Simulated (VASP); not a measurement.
# Mn (Im-3m) in VASP: notebook, part 2 of 2

VASP 6.6.1.

### 4 Single point, PBEsol, collinear spin, ferromagnetic start (11.32 Å³/atom)

This run uses another cell than the first one, of 11.32 Å³/atom.

Input file INCAR:

```
SYSTEM = Mn
PREC = Accurate
ENCUT = 520
EDIFF = 1E-6
ISMEAR = -1
SIGMA = 0.05
LREAL = .False.
LASPH = .True.
NELM = 150
ALGO = Normal
ISIF = 2
LWAVE = .False.
LCHARG = .False.
ISPIN = 2
MAGMOM = -0.6
LORBIT = 11
LMAXMIX = 4
GGA = PS
NBANDS = 16
```

Input file KPOINTS:

```
regular mesh
0
Gamma
  18 18 18
  0 0 0
```

Input file POSCAR:

```
Mn
1.0
   -1.4142777538      1.4142777538      1.4142777538
    1.4142777538     -1.4142777538      1.4142777538
    1.4142777538      1.4142777538     -1.4142777538
Mn
1
Direct
    0.0000000000      0.0000000000      0.0000000000
```

Potentials or basis: VASP PAW PBE potentials, release 64 (Mn_pv).

Started as:

```
cat potpaw_PBE.64/Mn_pv/POTCAR > POTCAR
mpirun -np 1 vasp_std > vasp.out
```

OUTCAR:

```text
SYSTEM = Mn
   PREC = Accurate
   ENCUT = 520
   EDIFF = 1E-6
   ISMEAR = -1
   LREAL = .False.
   LASPH = .True.
   NELM = 150
   ISIF = 2
   ISPIN = 2
   LORBIT = 11
   GGA = PS

 ion  position               nearest neighbor table
   1  0.000  0.000  0.000-

  LATTYP: Found a body centered cubic cell.
 ALAT       =     2.8285555076

  Lattice vectors:

 A1 = (  -1.4142777538,   1.4142777538,   1.4142777538)
 A2 = (   1.4142777538,  -1.4142777538,   1.4142777538)
 A3 = (   1.4142777538,   1.4142777538,  -1.4142777538)

Analysis of symmetry for initial positions (statically):
=====================================================================
 Subroutine PRICEL returns:
 Original cell was already a primitive cell.

 Routine SETGRP: Setting up the symmetry group for a
 body centered cubic supercell.

 Subroutine GETGRP returns: Found 48 space group operations
 (whereof 48 operations were pure point group operations)
 out of a pool of 48 trial point group operations.

The static configuration has the point symmetry O_h .

Analysis of symmetry for dynamics (positions and initial velocities):
=====================================================================
[... 185 lines left out ...]
      6       8.9098      1.00000
[... 435 lines left out ...]
      5       7.5799      1.00000
      6       9.3085      0.99998
[... 8 lines left out ...]
     15      41.4859      0.00000
     16      42.5700      0.00000

 [... further k-points ...]

 spin component 2

 k-point     1 :       0.0000    0.0000    0.0000
  band No.  band energies     occupation
      1     -38.3481      1.00000
      2     -38.3481      1.00000
      3     -38.3481      1.00000
      4       1.4444      1.00000
      5       8.1272      1.00000
      6       8.1272      1.00000
[... 435 lines left out ...]
      5       6.8828      1.00000
      6       8.7760      1.00000
[... 8 lines left out ...]
     15      40.9351      0.00000
     16      41.8427      0.00000

 [... further k-points ...]
[... 5 lines left out ...]
  --------------------------------------------------------------------------------------
  -------------------------------------------------------------------------------------
  Total       -1.2312160     -1.2312160     -1.2312160      0.0000000      0.0000000      0.0000000
  in kB     -174.3334399   -174.3334399   -174.3334399      0.0000000      0.0000000      0.0000000
  external PRESSURE =    -174.3334399 kB  Pullay stress =       0.0000000 kB

 VOLUME and BASIS-vectors are now :
 -----------------------------------------------------------------------------
  energy-cutoff  :      520.00
  volume of cell :       11.32
      direct lattice vectors                 reciprocal lattice vectors
    -1.414277754  1.414277754  1.414277754     0.000000000  0.353537343  0.353537343
     1.414277754 -1.414277754  1.414277754     0.353537343  0.000000000  0.353537343
     1.414277754  1.414277754 -1.414277754     0.353537343  0.353537343  0.000000000

 POSITION                                       TOTAL-FORCE (eV/Angst)
 -----------------------------------------------------------------------------------
      0.00000      0.00000      0.00000        -0.000000     -0.000000     -0.000000
 -----------------------------------------------------------------------------------
    total drift:                                0.000000      0.000000      0.000000

  FREE ENERGIE OF THE ION-ELECTRON SYSTEM (eV)
  ---------------------------------------------------
  free  energy   TOTEN  =        -9.5512044197 eV

  energy  without entropy=       -9.5335813146  energy(sigma->0) =       -9.54239287

 total charge

# of ion       s       p       d       tot
------------------------------------------
    1        0.401   6.378   5.105  11.885

 magnetization (x)

# of ion       s       p       d       tot
------------------------------------------
    1        0.004   0.012  -0.933  -0.917
```

OSZICAR:

```text
N       E                     dE             d eps       ncg     rms          rms(c)
DAV:   1     0.807250906523E+02    0.80725E+02   -0.69187E+03 12736   0.103E+03
DAV:   2    -0.962295312564E+01   -0.90348E+02   -0.85685E+02 13560   0.268E+02
DAV:   3    -0.114596594674E+02   -0.18367E+01   -0.18316E+01 14864   0.409E+01
DAV:   4    -0.114659860407E+02   -0.63266E-02   -0.63262E-02 15624   0.237E+00
DAV:   5    -0.114660258383E+02   -0.39798E-04   -0.39799E-04 14632   0.169E-01    0.137E+01
DAV:   6    -0.960990319502E+01    0.18561E+01   -0.30708E+00 15152   0.346E+01    0.256E+00
DAV:   7    -0.955254923676E+01    0.57354E-01   -0.15935E-01 13552   0.624E+00    0.111E+00
DAV:   8    -0.954608870506E+01    0.64605E-02   -0.48492E-03 14736   0.638E-01    0.902E-01
DAV:   9    -0.954860407422E+01   -0.25154E-02   -0.27842E-03 16008   0.628E-01    0.428E-01
DAV:  10    -0.954955351257E+01   -0.94944E-03   -0.33211E-04 14256   0.229E-01    0.362E-01
DAV:  11    -0.955109429833E+01   -0.15408E-02   -0.20011E-03 14680   0.530E-01    0.117E-01
DAV:  12    -0.955120423323E+01   -0.10993E-03   -0.13470E-04 13264   0.117E-01    0.570E-02
DAV:  13    -0.955119681926E+01    0.74140E-05   -0.10848E-05 15560   0.398E-02    0.230E-02
DAV:  14    -0.955120275607E+01   -0.59368E-05   -0.87564E-06 14312   0.363E-02    0.555E-03
DAV:  15    -0.955120443757E+01   -0.16815E-05   -0.32209E-07  6976   0.674E-03    0.139E-03
DAV:  16    -0.955120441966E+01    0.17911E-07   -0.79565E-08  6528   0.376E-03
   1 F= -.95512044E+01 E0= -.95423929E+01  d E =-.176231E-01  mag=    -0.9210
```

Run time: 29 s. Hardware: 1 thread of Intel Xeon 6975P-C (Granite Rapids), shared host; peak memory 0.16 GiB.

What came out:

```yaml
Free_energy: -9.5512 eV
Pressure: -17.4 GPa
Net_moment: -0.92 μB per cell
Site_moments: Mn -0.92 μB
Valence_electrons_inside_the_program's_atomic_spheres: Mn 11.88
```

Caveat: the cell stands under tension; the PAW data sets were made with another functional, which shifts forces and pressure a little.

### 5 Single point, PBEsol, collinear spin, ferromagnetic start (11.73 Å³/atom)

This run uses another cell than the first one, of 11.73 Å³/atom.

Input file INCAR:

```
SYSTEM = Mn
PREC = Accurate
ENCUT = 520
EDIFF = 1E-6
ISMEAR = -1
SIGMA = 0.05
LREAL = .FALSE.
LASPH = .TRUE.
NELM = 150
ALGO = Normal
ISIF = 2
LWAVE = .FALSE.
LCHARG = .FALSE.
ISPIN = 2
MAGMOM = -0.6
LORBIT = 11
LMAXMIX = 4
GGA = PS
NBANDS = 16
```

Input file KPOINTS:

```
Automatic mesh
0
G
  18 18 18
  0 0 0
```

Input file POSCAR:

```
Mn
1.0
   -1.4315267434      1.4315267434      1.4315267434
    1.4315267434     -1.4315267434      1.4315267434
    1.4315267434      1.4315267434     -1.4315267434
Mn
1
Direct
    0.0000000000      0.0000000000      0.0000000000
```

Started as:

```
cat potpaw_PBE.64/Mn_pv/POTCAR > POTCAR
mpirun -np 1 vasp_std > vasp.out
```

It took 28 s on 1 thread of Intel Xeon 6975P-C (Granite Rapids), shared host; peak memory 0.16 GiB.

The run converged. Its results:

```yaml
Free_energy: -9.4973 eV
Pressure: -23.6 GPa
Band_gap_on_the_k_mesh: zero (filled and empty bands overlap)
Net_moment: -1.01 μB per cell
Site_moments: Mn -1.01 μB
Valence_electrons_inside_the_program's_atomic_spheres: Mn 11.82
```

Levels at points of the mesh, in eV from the Fermi level:
Spin up:
```tsv
k point	band 2	band 3	band 4	band 5	band 6	band 7	band 8	band 9	band 10	band 11
(0.00, 0.00, 0.00)	-47.07	-47.07	-8.02	-0.79	-0.79	-0.79	1.10	1.10	23.13	23.13
(0.50, 0.00, 0.00)	-47.27	-47.08	-4.03	-2.13	0.76	1.04	1.37	2.42	8.87	17.47
(0.50, 0.50, 0.50)	-47.49	-47.49	-3.68	-3.68	2.09	2.09	2.09	10.10	10.10	10.10
```
Spin down:
```csv
k point,band 4,band 5,band 6,band 7,band 8,band 9,band 10,band 11
"(0.00, 0.00, 0.00)",-8.19,-1.65,-1.65,-1.65,-0.09,-0.09,23.12,23.12
"(0.50, 0.00, 0.00)",-4.63,-2.90,-0.07,0.15,0.61,1.43,8.21,17.36
"(0.50, 0.50, 0.50)",-4.48,-4.48,1.11,1.11,1.11,9.89,9.89,9.89
```

Caveat: the cell stands under tension; the PAW data sets were made with another functional, which shifts forces and pressure a little.

### 6 Single point, PBEsol, collinear spin, ferromagnetic start

This run uses another cell than the first one, of 10.48 Å³/atom.

Input file INCAR:

```
PREC = Accurate ; ENCUT = 520
EDIFF = 1E-6 ; ISMEAR = -1
SIGMA = 0.05 ; LREAL = False
LASPH = True ; NELM = 150
ALGO = Normal ; ISIF = 2
LWAVE = False ; LCHARG = False
ISPIN = 2 ; MAGMOM = -0.659
LORBIT = 11 ; LMAXMIX = 4
GGA = PS ; NBANDS = 16
```

Input file KPOINTS:

```
Automatic mesh
0
Gamma
  26 26 26
```

Input file POSCAR:

```
Mn
1.0
   -1.3784577463      1.3784577463      1.3784577463
    1.3784577463     -1.3784577463      1.3784577463
    1.3784577463      1.3784577463     -1.3784577463
Mn
1
Direct
    0.0000000000      0.0000000000      0.0000000000
```

Potentials or basis: VASP PAW PBE potentials, release 64 (Mn_pv).

Started as:

```
cat potpaw_PBE.64/Mn_pv/POTCAR > POTCAR
mpirun -np 1 vasp_std > vasp.out
```

Wall time 69 s (1 thread of Intel Xeon 6975P-C (Granite Rapids), shared host); peak memory 0.24 GiB.

The run converged. Its results:

```
Free energy                                           : -9.5999 eV
Pressure                                              : 0.0 GPa
Net moment                                            : -0.65 μB per cell
Site moments                                          : Mn -0.64 μB
Valence electrons inside the program's atomic spheres : Mn 12.03
```

Levels at points of the mesh, in eV from the Fermi level:
Spin up:
```csv
k point,band 3,band 4,band 5,band 6,band 7,band 8,band 9,band 10
"(0.00, 0.00, 0.00)",-47.41,-8.71,-1.32,-1.32,-1.32,0.78,0.78,23.97
"(0.50, 0.00, 0.00)",-47.42,-4.90,-2.87,0.76,0.77,1.11,2.41,9.84
"(0.50, 0.50, 0.50)",-48.00,-4.71,-4.71,2.03,2.03,2.03,10.89,10.89
```
Spin down:
```csv
k point,band 3,band 4,band 5,band 6,band 7,band 8,band 9,band 10,band 11,band 12
"(0.00, 0.00, 0.00)",-48.14,-8.84,-1.86,-1.86,-1.86,0.01,0.01,23.94,23.94,23.94
"(0.50, 0.00, 0.00)",-48.14,-5.29,-3.35,0.05,0.32,0.64,1.78,9.40,18.12,21.95
"(0.50, 0.50, 0.50)",-48.71,-5.22,-5.22,1.40,1.40,1.40,10.74,10.74,10.74,17.46
```

Caveat: the PAW data sets were made with another functional, which shifts forces and pressure a little.

### 7 Overview

| cell | k mesh | gap on the mesh (eV) | pressure (GPa) | moment (μB) |
| --- | --- | --- | --- | --- |
| a = 2.355 Å, angles 109.5°, 1 atom | 18 × 18 × 18 | none | 12.0 | 0.48 |
| a = 2.419 Å, angles 109.5°, 1 atom | 18 × 18 × 18 | none | -9.9 | 0.79 |
| a = 2.450 Å, angles 109.5°, 1 atom | 18 × 18 × 18 | none | -17.4 | 0.92 |
| a = 2.479 Å, angles 109.5°, 1 atom | 18 × 18 × 18 | none | -23.6 | 1.01 |
| a = 2.388 Å, angles 109.5°, 1 atom | 26 × 26 × 26 | none | 0.0 | 0.65 |

Alike in all rows: task single point; level PBEsol; potentials or basis VASP PAW PBE potentials, release 64 (Mn_pv); spin collinear, ferromagnetic start; cutoff (eV) 520; smearing fermi-dirac 0.05 eV.

Caveats: the PAW data sets were made with another functional, which shifts forces and pressure a little; the cell stands under tension (at least some runs); the cell stands under pressure (at least some runs).

Total energies depend on the potentials used, so only differences within one code and one set of settings carry meaning.
